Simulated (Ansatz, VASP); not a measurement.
One calculation of TePt, two programs

File INCAR:

```
SYSTEM = TePt
PREC     = Accurate       ! precision mode
ENCUT    = 600            ! plane-wave cutoff, eV
EDIFF    = 1E-6           ! SCF threshold, eV
ISMEAR   = 0              ! smearing method
SIGMA    = 0.1            ! smearing width, eV
LREAL    = .FALSE.        ! projectors in reciprocal space
LASPH    = .TRUE.         ! aspherical terms in the spheres
NELM     = 100            ! most SCF steps
ALGO     = Normal         ! electronic algorithm
ISIF     = 3              ! what is computed and relaxed
LWAVE    = .FALSE.        ! write WAVECAR
LCHARG   = .FALSE.        ! write CHGCAR
GGA      = PS             ! functional
IBRION   = 2              ! ionic algorithm
NSW      = 100            ! ionic steps
EDIFFG   = -0.005         ! ionic threshold
```

KPOINTS

```
Automatic mesh
0
G
  12 12 8
  0 0 0
```

The input POSCAR:

```
TePt
1.0
    4.2277417815      0.0000000000      0.0000000000
   -2.1138708907      3.6613317835      0.0000000000
    0.0000000000      0.0000000000      5.5289988530
Te Pt
2 2
Direct
    0.3333333333      0.6666666667      0.2500000000
    0.6666666667      0.3333333333      0.7500000000
    0.0000000000      0.0000000000      0.0000000000
    0.0000000000      0.0000000000      0.5000000000
```

Input for Ansatz:

```yaml
crystal:
  lattice:
    - [4.2277417786, 0.0, 0.0]
    - [-2.1138708893, 3.6613317809, 0.0]
    - [0.0, 0.0, 5.52899886]
  atoms:
    - { symbol: Te, position: [0.3333333333, 0.6666666667, 0.25] }
    - { symbol: Te, position: [0.6666666667, 0.3333333333, 0.75] }
    - { symbol: Pt, position: [0.0, 0.0, 0.0] }
    - { symbol: Pt, position: [0.0, 0.0, 0.5] }
basis:
  ecutwfc: 420
kpoints:
  mp_grid: { grid: [12, 12, 8] }
hamiltonian:
  xc: pbesol
scf:
  occupations: { method: gaussian, width: 0.1 }
output:
  forces: true
  stress: true
  eigenvalues: true
relax:
  adjacent_minimum: "off"
  f_tol: 0.005
  max_steps: 80
  cell: { stress_tol: 0.05 }
```

Alike in both runs: task relaxation of cell and atoms; functional PBEsol; k mesh 12 × 12 × 8; occupations gaussian, width 0.1 eV; no spin polarisation.

|  | VASP | Ansatz |
| --- | --- | --- |
| version | VASP 6.6.1 | Ansatz 0.2.0 |
| potentials or method | VASP PAW PBE potentials, release 64 (Te, Pt), cutoff 600 eV | scalar-relativistic, plane waves, PAW |
| valence electrons in the cell | 32 | 68 |

```csv
,VASP,Ansatz,Ansatz less VASP
"gap on the k mesh at the Fermi level, each at its own relaxed structure (eV)",none,none,-
relaxed volume (Å³/atom),21.38,21.40,+0.018
relaxed length of the cell vector where the two differ most in proportion (Å),4.222,4.223,+0.0014
```

VASP's potentials were made for PBE, not for PBEsol. A gap of «none» marks a metal or a gap that the smearing closes. VASP's potentials hold 32 valence electrons a cell and Ansatz's 68, so a difference there can come from the potentials and not from the codes.

Neither program's run includes spin-orbit coupling.
